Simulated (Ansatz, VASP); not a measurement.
## ZnO: VASP beside Ansatz

INCAR

```
SYSTEM = ZnO
PREC = Accurate
ENCUT = 520
EDIFF = 1E-6
ISMEAR = 0
SIGMA = 0.05
LREAL = .False.
LASPH = .True.
NELM = 80
ALGO = Normal
ISIF = 2
LWAVE = .False.
LCHARG = .True.
GGA = PS
LELF = .True.
LVHAR = .True.
NBANDS = 26
```

The input KPOINTS:

```
Automatic mesh
0
Gamma
  9 9 6
  0 0 0
```

Contents of POSCAR:

```
ZnO
1.0
    3.2905078253      0.0000000000      0.0000000000
   -1.6452539126      2.8496633681      0.0000000000
    0.0000000000      0.0000000000      5.0282250078
Zn O
2 2
Direct
    0.3333333333      0.6666666667      0.0015754469
    0.6666666667      0.3333333333      0.5015754469
    0.3333333333      0.6666666667      0.3352736727
    0.6666666667      0.3333333333      0.8352736727
```

Input for Ansatz:

```yaml
crystal:
  lattice:
    - [3.2905078253, 0.0, 0.0]
    - [-1.6452539126, 2.8496633681, 0.0]
    - [0.0, 0.0, 5.0282250078]
  atoms:
    - { symbol: Zn, position: [0.3333333333, 0.6666666667, 0.0015754469] }
    - { symbol: Zn, position: [0.6666666667, 0.3333333333, 0.5015754469] }
    - { symbol: O, position: [0.3333333333, 0.6666666667, 0.3352736727] }
    - { symbol: O, position: [0.6666666667, 0.3333333333, 0.8352736727] }
basis:
  ecutwfc: 520.0
kpoints:
  mp_grid: { grid: [9, 9, 6] }
hamiltonian:
  xc: pbesol
  pseudopotentials: { kind: paw, azcp: { folder: soft_1 } }
scf:
  occupations: { method: gaussian, width: 0.05 }
output:
  forces: true
  stress: true
  eigenvalues: true
```

Alike in both runs: task single point; functional PBEsol; k mesh 9 × 9 × 6; occupations gaussian, width 0.05 eV; no spin polarisation.

```csv
,VASP,Ansatz
version,VASP 6.6.1,Ansatz 0.2.0
potentials or method,"VASP PAW PBE potentials, release 64 (Zn, O), cutoff 520 eV","scalar-relativistic, plane waves, PAW"
valence electrons in the cell,36,36
```

```tsv
	VASP	Ansatz	Ansatz less VASP
gap on the k mesh at the Fermi level (eV)	0.89	0.88	-0.008
least direct gap on the mesh (eV)	0.90	0.89	-0.008
pressure (GPa)	14.1	12.9	-1.13
traceless stress, the component that is largest in VASP (GPa)	43.85	42.38	-1.478
rms of the force components (eV/Å)	3.021	2.926	-0.0949
```

VASP's potentials were made for PBE, not for PBEsol, and Ansatz warns of the same on its side. Atom by atom the forces differ by 0.095 eV/Å (rms over components).
